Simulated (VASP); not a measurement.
Set up this calculation in VASP 6.6.1, as the native input.

```yaml
Task: single point
Functional: r2SCAN
Potentials_or_basis: VASP PAW PBE potentials, release 64 (B)
Cutoff: 520 eV
k_mesh: 36 × 36 × 16
Occupations: gaussian, width 0.1 eV
Spin: no spin polarisation
Dipole_correction: no
Further_INCAR_settings: ALGO = Normal; EDIFF = 1e-07; NBANDS = 8
```

The system is B.

```
B
1.0
     1.70606    0.00000    0.00000
    -0.85303    1.47749    0.00000
     0.00000    0.00000    3.71471
B
1
Direct
  0.00000 0.00000 0.00000
```

These files were run (other wordings do the same):

POSCAR

```
B
1.0
    1.7060602156      0.0000000000      0.0000000000
   -0.8530301078      1.4774914871      0.0000000000
    0.0000000000      0.0000000000      3.7147136970
B
1
Direct
    0.0000000000      0.0000000000      0.0000000000
```

INCAR.step1

```
  PREC = Accurate
  ENCUT = 520
  ISMEAR = 0
  SIGMA = 0.1
  LREAL = False
  LASPH = True
  NELM = 60
  NBANDS = 8
  GGA = PE
  ALGO = Normal
  EDIFF = 1E-4
  LWAVE = True
  LCHARG = False
```

INCAR.step2

```
  PREC = Accurate
  ENCUT = 520
  EDIFF = 1E-7
  ISMEAR = 0
  SIGMA = 0.1
  LREAL = False
  LASPH = True
  NELM = 60
  ALGO = Normal
  ISIF = 2
  LWAVE = False
  LCHARG = True
  METAGGA = R2SCAN
  LMIXTAU = True
  LELF = True
  LVHAR = True
  NBANDS = 8
  ISTART = 1
```

KPOINTS

```
regular mesh
0
Gamma
  36 36 16
```

Potentials or basis: VASP PAW PBE potentials, release 64 (B).

Run with:

```bash
$ cat potpaw_PBE.64/B/POTCAR > POTCAR
$ cp INCAR.step1 INCAR
$ mpirun -np 1 vasp_std > vasp.out
$ cp INCAR.step2 INCAR
$ mpirun -np 1 vasp_std > vasp.out
```

It gave:

```yaml
Pressure: 0.1 GPa
```

Caveat: the PAW data sets were made with another functional, which shifts forces and pressure a little.

It took 4.7 min on 1 thread of Intel(R) Xeon(R) 6975P-C (Granite Rapids) (shared host), peak memory 0.17 GiB.
